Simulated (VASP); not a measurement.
Set up this calculation in VASP 6.6.1, as the native input.

- Task: relaxation of cell and atoms
- Functional: PBEsol
- Potentials or basis: VASP PAW PBE potentials, release 64 (Rb_sv, Cd, C, O, F)
- Cutoff: 600 eV
- k mesh: 6 × 6 × 6
- Occupations: gaussian, width 0.02 eV
- Spin: no spin polarisation
- Dipole correction: no
- Further INCAR settings: ALGO = Normal; EDIFF = 1e-06; IBRION = 2; EDIFFG = -0.005; NSW = 70; ISIF = 3

The structure of RbCdCO3F lies in POSCAR:

```
RbCdCO3F
1.0
    5.1754480542      0.0000000000      0.0000000000
   -2.5877240271      4.4820694909      0.0000000000
    0.0000000000      0.0000000000      4.6255369127
Rb Cd C O F
1 1 1 3 1
Direct
    0.0000000000      0.0000000000      0.0000000000
    0.6666666667      0.3333333333      0.5000000000
    0.3333333333      0.6666666667      0.5000000000
    0.1891507587      0.3783015173      0.5000000000
    0.1891507587      0.8108492413      0.5000000000
    0.6216984827      0.8108492413      0.5000000000
    0.6666666667      0.3333333333      0.0000000000
```

One way to write it, as run:

INCAR

```
ALGO = Normal
EDIFF = 1E-6
EDIFFG = -0.005
ENCUT = 600
GGA = PS
IBRION = 2
ISIF = 3
ISMEAR = 0
LASPH = True
LCHARG = False
LREAL = False
LWAVE = False
NELM = 60
NSW = 70
PREC = Accurate
SIGMA = 0.02
```

KPOINTS

```
k-points
0
Gamma
  6 6 6
```

Potentials or basis: VASP PAW PBE potentials, release 64 (Rb_sv, Cd, C, O, F).

Command:

```bash
$ cat potpaw_PBE.64/Rb_sv/POTCAR potpaw_PBE.64/Cd/POTCAR potpaw_PBE.64/C/POTCAR potpaw_PBE.64/O/POTCAR potpaw_PBE.64/F/POTCAR > POTCAR
$ mpirun -np 1 vasp_std > vasp.out
```

It gave:

| Property | Result |
| --- | --- |
| Relaxed volume | 14.52 Å³/atom |
| Relaxed cell | a = 5.079 Å, b = 5.079 Å, c = 4.550 Å, α = 90.00°, β = 90.00°, γ = 120.00° |
| Space group after relaxing (to 0.1 Å) | P-6m2 (No. 187) |
| Energy gained by relaxing | 8.2 meV/atom |
| Ionic steps | 17 |
| Pressure after relaxing | 0.0 GPa |
| Band gap on the k mesh | 1.68 eV |

Caveat: the PAW data sets were made with another functional, which shifts forces and pressure a little.

Run time: 30 min on 1 thread of Intel Xeon 8259CL (shared host), peak memory 0.36 GiB.
